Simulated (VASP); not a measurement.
Pt, 1 atom in the cell. The typed cell holds 1 atom: a = 2.707 Å, b = 2.725 Å, c = 2.684 Å, α = 108.24°, β = 108.50°, γ = 111.49°. 

| Property | Result |
| --- | --- |
| Program | VASP 6.6.1 |
| Task | single point |
| Functional | PBE |
| Potentials or basis | VASP PAW PBE potentials, release 64 (Pt) |
| Cutoff | 520 eV |
| k mesh | 12 × 12 × 12 |
| Occupations | fermi-dirac, width 0.05 eV |
| Spin | no spin polarisation |
| Dipole correction | no |
| Further INCAR settings | ALGO = Fast; EDIFF = 1e-07; NBANDS = 11 |

Potentials or basis: VASP PAW PBE potentials, release 64 (Pt).

Run with:

```bash
$ cat potpaw_PBE.64/Pt/POTCAR > POTCAR
$ mpirun -np 1 vasp_std > vasp.out
```

Hardware: 1 thread of Intel Xeon 8259CL (shared host).

Question: How long does it take, and how much memory?

Answer: It took 100 s on 1 thread of Intel Xeon 8259CL, on a shared host, peak memory 0.25 GiB. Counts: scf iterations 14, k points 868.
